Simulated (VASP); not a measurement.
## GeN: single point with PBE

GeN:

```xyz
2
Lattice="3.2925 0.0000 0.0000 -1.6463 2.8514 0.0000 0.0000 0.0000 3.1189" Properties=species:S:1:pos:R:3 pbc="T T T"
Ge    0.0000    1.9009    0.0000
N     1.6463    0.9505    0.0000
```

The cell was built from a structure type or drawn by symmetry, and may not be a known phase.

- Program: VASP 6.6.1
- Task: single point
- Functional: PBE
- Potentials or basis: VASP PAW PBE potentials, release 64 (Ge_d, N)
- Cutoff: 600 eV
- k mesh: 7 × 7 × 6
- Occupations: gaussian, width 0.2 eV
- Spin: no spin polarisation
- Dipole correction: no
- Further INCAR settings: ALGO = Normal; EDIFF = 1e-06; NBANDS = 16

```yaml
Pressure: -0.7 GPa
Band_gap_on_the_k_mesh: zero (an odd number of electrons rules out a gap without spin polarisation)
```

Stress tensor (GPa, compression positive):
```
-0.83  0.00  0.00
 0.00 -0.83  0.00
 0.00  0.00 -0.53
```

Levels at points of the mesh, in eV from the Fermi level:
```tsv
k point	band 7	band 8	band 9	band 10	band 11	band 12	band 13	band 14
(0.00, 0.00, 0.00)	-4.31	-4.31	-3.41	-3.01	4.97	4.97	7.19	7.78
(0.00, 0.00, 0.50)	-6.96	-4.05	-4.05	-1.09	2.69	6.22	6.22	13.07
```

Run time: 31 s on 1 thread of Intel Xeon 8259CL (shared host), peak memory 0.16 GiB.
